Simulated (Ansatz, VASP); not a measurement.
## SnO2: VASP beside Ansatz

```
Sn O
1.0
     4.73800    0.00000    0.00000
     0.00000    4.73800    0.00000
     0.00000    0.00000    3.18650
Sn O
2 4
Direct
  0.50000 0.50000 0.50000
  0.00000 0.00000 0.00000
  0.80710 0.19290 0.50000
  0.19290 0.80710 0.50000
  0.30710 0.30710 0.00000
  0.69290 0.69290 0.00000
```

Alike in both runs: functional RPBE; k mesh 6 × 6 × 8; occupations fermi-dirac, width 0.05 eV; no spin polarisation.

```csv
,VASP,Ansatz
version,VASP 6.6.1,Ansatz 0.2.0
potentials or method,"VASP PAW PBE potentials, release 64 (Sn_d, O)",Ansatz PAW
plane-wave cutoff (eV),520,420
valence electrons in the cell,52,52
task,single point,band structure
```

VASP gave:

| Property | Result |
| --- | --- |
| gap on the k mesh at the Fermi level (eV) | 1.36 |
| least direct gap on the mesh (eV) | 1.36 |
| pressure (GPa) | 16.0 |
| traceless stress, the component that is largest in VASP (GPa) | 2.34 |
| rms of the force components (eV/Å) | 0.154 |

Problem. Estimate Ansatz's values.

Solution. gap on the k mesh at the Fermi level (eV): 1.37; least direct gap on the mesh (eV): 1.37; pressure (GPa): 15.4; traceless stress, the component that is largest in VASP (GPa): 2.12; rms of the force components (eV/Å): 0.145.

VASP's potentials were made for PBE, not for RPBE. Atom by atom the forces differ by 0.009 eV/Å (rms over components). With one functional, cell and mesh, what is left measures potentials, basis and numerics.
